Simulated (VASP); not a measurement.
# Pb (Fd-3m) in VASP: notebook, part 3 of 3

VASP 6.6.1. Earlier steps stand in the parts before.

**4. Electric field gradients, LDA (volume scaled by 0.98)**

Input file INCAR:

```
PREC = Accurate ; ENCUT = 520
EDIFF = 1E-8 ; ISMEAR = -1
SIGMA = 0.05 ; LREAL = F
LASPH = T ; NELM = 80
ALGO = Normal ; ISIF = 2
LWAVE = F ; LCHARG = F
LEFG = T ; NBANDS = 21
```

Input file KPOINTS:

```
Automatic mesh
0
Gamma
  8 8 8
```

Input file POSCAR:

```
Pb
1.0
    0.0000000000      3.4159188228      3.4159188228
    3.4159188228      0.0000000000      3.4159188228
    3.4159188228      3.4159188228      0.0000000000
Pb
2
Direct
    0.0000000000      0.0000000000      0.0000000000
    0.2500000000      0.2500000000      0.2500000000
```

Potentials or basis: VASP PAW LDA potentials, release 64 (Pb_d).

Launch:

```bash
> cat potpaw_LDA.64/Pb_d/POTCAR > POTCAR
> mpirun -np 1 vasp_std > vasp.out
```

OUTCAR:

```text
PREC = Accurate
   ENCUT = 520
   EDIFF = 1E-8
   ISMEAR = -1
   LREAL = F
   LASPH = T
   NELM = 80
   ISIF = 2

 ion  position               nearest neighbor table
   1  0.000  0.000  0.000-   2 2.96   2 2.96   2 2.96   2 2.96
   2  0.250  0.250  0.250-   1 2.96   1 2.96   1 2.96   1 2.96

  LATTYP: Found a face centered cubic cell.
 ALAT       =     6.8318376456

  Lattice vectors:

 A1 = (   0.0000000000,   3.4159188228,   3.4159188228)
 A2 = (   3.4159188228,   0.0000000000,   3.4159188228)
 A3 = (   3.4159188228,   3.4159188228,   0.0000000000)

Analysis of symmetry for initial positions (statically):
=====================================================================
 Subroutine PRICEL returns:
 Original cell was already a primitive cell.

 Routine SETGRP: Setting up the symmetry group for a
 face centered cubic supercell.

 Subroutine GETGRP returns: Found 48 space group operations
 (whereof 24 operations were pure point group operations)
 out of a pool of 48 trial point group operations.

The static configuration has the point symmetry T_d .
 The point group associated with its full space group is O_h .

Analysis of symmetry for dynamics (positions and initial velocities):
=====================================================================
 Subroutine PRICEL returns:
 Original cell was already a primitive cell.

 Routine SETGRP: Setting up the symmetry group for a
 face centered cubic supercell.

 Subroutine GETGRP returns: Found 48 space group operations
 (whereof 24 operations were pure point group operations)
 out of a pool of 48 trial point group operations.

The dynamic configuration has the point symmetry T_d .
 The point group associated with its full space group is O_h .

 Subroutine INISYM returns: Found 48 space group operations
 (whereof 24 operations are pure point group operations),
 and found     1 'primitive' translations

----------------------------------------------------------------------------------------

                                     Primitive cell

  volume of cell :      79.7173

  direct lattice vectors                    reciprocal lattice vectors
     0.000000000  3.415918823  3.415918823    -0.146373502  0.146373502  0.146373502
     3.415918823  0.000000000  3.415918823     0.146373502 -0.146373502  0.146373502
     3.415918823  3.415918823  0.000000000     0.146373502  0.146373502 -0.146373502

  length of vectors
     4.830838727  4.830838727  4.830838727     0.253526342  0.253526342  0.253526342

  position of ions in fractional coordinates (direct lattice)
     0.000000000  0.000000000  0.000000000
     0.250000000  0.250000000  0.250000000

  ion indices of the primitive-cell ions
   primitive index   ion index
                 1           1
                 2           2

----------------------------------------------------------------------------------------

 KPOINTS: Automatic mesh

[... 70 lines left out ...]
   NSW    =      0    number of steps for IOM
   IBRION =     -1    ionic relax: 0-MD 1-quasi-New 2-CG
   NFREE  =      0    steps in history (QN), initial steepest desc. (CG)
   ISIF   =      2    stress and relaxation
   ISYM   =      2    0-nonsym 1-usesym 2-fastsym
   POTIM  = 0.5000    time-step for ionic-motion
   TEBEG  =    0.0;   TEEND  =   0.0 temperature during run
   PSTRESS=    0.0 pullay stress
   NELECT =      28.0000    total number of electrons
   NUPDOWN=      -1.0000    fix difference up-down
   EMIN   =  10.00;   EMAX   =-10.00  energy-range for DOS
   EFERMI =   0.00;   METHOD = LEGACY
   ISMEAR =    -1;   SIGMA  =   0.05  broadening in eV -4-tet -1-fermi 0-gaus
   EFERMI_NEDOS =   21; number of points for ismear=-14 and -15
   IALGO  =     38    algorithm
   IMIX   =      4    mixing-type and parameters
     AMIX     =   0.40;   BMIX     =  1.00
     AMIX_MAG =   1.60;   BMIX_MAG =  1.00
  volume/ion in A,a.u.               =      39.86       268.98
  Fermi-wavevector in a.u.,A,eV,Ry     =   1.155074  2.182774 18.152851  1.334197
  Thomas-Fermi vector in A             =   2.291706
   LORBIT       =      0    0 simple, 1 ext, 2 COOP (PROOUT), +10 PAW based schemes
   GGA     = CA    functional components
   LHFCALC =     F    Hartree Fock is set to
   AEXX    =    0.0000 exact exchange contribution
   IVDW    =     0    specifies the selected vdW correction
   LEPSILON=     F    determine dielectric tensor
   LRPA    =     F    only Hartree local field effects (RPA)
 non-spin polarized calculation
  energy-cutoff  :      520.00
  volume of cell :       79.72
 maximum number of plane-waves:      2180
   NGX = 17   NGY = 17   NGZ = 17

 number of electron      28.0000009 magnetization

 Free energy of the ion-electron system (eV)
  ---------------------------------------------------
  ext. energy  EPLUGINS =         0.00000000
  ---------------------------------------------------
  free energy    TOTEN  =        -7.89367893 eV

  energy without entropy =       -7.88959832  energy(sigma->0) =       -7.89163862

 E-fermi :   4.2882     XC(G=0):  -8.8492

 val. band max:        3.9662062466   @ k =   0.1250   0.1250   0.0000
 cond. band min:       4.3024560346   @ k =  -0.1250   0.1250   0.0000
 fundamental gap:      0.3362497879
 Fermi energy:         4.2881933729

 k-point     1 :       0.0000    0.0000    0.0000
  band No.  band energies     occupation
      1     -12.9602      2.00000
      2     -12.9602      2.00000
      3     -12.9602      2.00000
      4     -12.8768      2.00000
      5     -12.8768      2.00000
      6     -12.4221      2.00000
[... 565 lines left out ...]
     20      12.1608      0.00000
     21      12.9230      0.00000

 [... further k-points ...]

------------------------ aborting loop because EDIFF is reached ----------------------------------------

  FORCE on cell =-STRESS in cart. coord.  units (eV):
  Direction    XX          YY          ZZ          XY          YZ          ZX
  --------------------------------------------------------------------------------------
  -------------------------------------------------------------------------------------
  Total       -0.0344567     -0.0344567     -0.0344567     -0.0000000     -0.0000000     -0.0000000
  in kB       -0.6925182     -0.6925182     -0.6925182     -0.0000000     -0.0000000     -0.0000000
  external PRESSURE =      -0.6925182 kB  Pullay stress =       0.0000000 kB

 VOLUME and BASIS-vectors are now :
 -----------------------------------------------------------------------------
  energy-cutoff  :      520.00
  volume of cell :       79.72
      direct lattice vectors                 reciprocal lattice vectors
     0.000000000  3.415918823  3.415918823    -0.146373502  0.146373502  0.146373502
     3.415918823  0.000000000  3.415918823     0.146373502 -0.146373502  0.146373502
     3.415918823  3.415918823  0.000000000     0.146373502  0.146373502 -0.146373502

 POSITION                                       TOTAL-FORCE (eV/Angst)
 -----------------------------------------------------------------------------------
      0.00000      0.00000      0.00000         0.000000      0.000000      0.000000
      1.70796      1.70796      1.70796        -0.000000     -0.000000     -0.000000
 -----------------------------------------------------------------------------------
    total drift:                                0.000000      0.000000      0.000000

  FREE ENERGIE OF THE ION-ELECTRON SYSTEM (eV)
  ---------------------------------------------------
  free  energy   TOTEN  =        -7.8936789275 eV

  energy  without entropy=       -7.8895983205  energy(sigma->0) =       -7.89163862

 Electric field gradients (V/A^2)
---------------------------------------------------------------------
 ion       V_xx      V_yy      V_zz      V_xy      V_xz      V_yz
---------------------------------------------------------------------
   1      -0.000    -0.000     0.000    -0.000    -0.000    -0.000
   2       0.000     0.000     0.000    -0.000    -0.000    -0.000
---------------------------------------------------------------------

 Electric field gradients after diagonalization (V/A^2)
 (convention: |V_zz| > |V_xx| > |V_yy|)
----------------------------------------------------------------------
 ion       V_xx      V_yy      V_zz     asymmetry (V_yy - V_xx)/ V_zz
----------------------------------------------------------------------
   1       0.000     0.000    -0.001       0.000
   2       0.000     0.000    -0.001       0.000
----------------------------------------------------------------------

           NMR quadrupolar parameters

 Cq : quadrupolar parameter    Cq=e*Q*V_zz/h
 eta: asymmetry parameters     (V_yy - V_xx)/ V_zz
 Q  : nuclear electric quadrupole moment in mb (millibarn)
----------------------------------------------------------------------
 ion       Cq(MHz)       eta       Q (mb)
----------------------------------------------------------------------
   1      -0.000       0.000       1.000
   2      -0.000       0.000       1.000
----------------------------------------------------------------------
```

OSZICAR:

```text
N       E                     dE             d eps       ncg     rms          rms(c)
DAV:   1     0.294779622821E+03    0.29478E+03   -0.13765E+04  1218   0.147E+03
DAV:   2     0.141944751255E+02   -0.28059E+03   -0.27442E+03  1233   0.395E+02
DAV:   3    -0.715601920337E+01   -0.21350E+02   -0.21147E+02  1489   0.137E+02
DAV:   4    -0.792179522596E+01   -0.76578E+00   -0.76540E+00  1408   0.310E+01
DAV:   5    -0.796520123316E+01   -0.43406E-01   -0.43405E-01  1826   0.658E+00    0.158E+00
DAV:   6    -0.791646907915E+01    0.48732E-01   -0.39791E-02  1724   0.258E+00    0.875E-01
DAV:   7    -0.789373655742E+01    0.22733E-01   -0.34755E-02  1639   0.221E+00    0.149E-01
DAV:   8    -0.789363947041E+01    0.97087E-04   -0.43318E-03  1546   0.806E-01    0.359E-02
DAV:   9    -0.789368883715E+01   -0.49367E-04   -0.32349E-04  1636   0.253E-01    0.214E-02
DAV:  10    -0.789367866589E+01    0.10171E-04   -0.54452E-05  1684   0.114E-01    0.347E-03
DAV:  11    -0.789367909181E+01   -0.42591E-06   -0.40619E-06  1916   0.165E-02    0.201E-03
DAV:  12    -0.789367892710E+01    0.16471E-06   -0.61501E-07  1667   0.997E-03    0.237E-04
DAV:  13    -0.789367892748E+01   -0.38517E-09   -0.12438E-08  1200   0.907E-04
   1 F= -.78936789E+01 E0= -.78916386E+01  d E =-.408061E-02
```

Run time: 21 s. Hardware: 1 thread of Intel Xeon 6975P-C (Granite Rapids), shared host; peak memory 0.18 GiB.

Results:

- Free energy: -7.8937 eV
- Pressure: -0.1 GPa
- Band gap on the k mesh: zero (band 14 reaches 4.65 eV, above the bottom of band 15 at 3.46 eV)

Caveat: without QUAD_EFG the Cq values of the log hold for a quadrupole moment of 1 mb, not for the nuclei; spin-orbit coupling is left out, which moves the levels of the heavy elements.
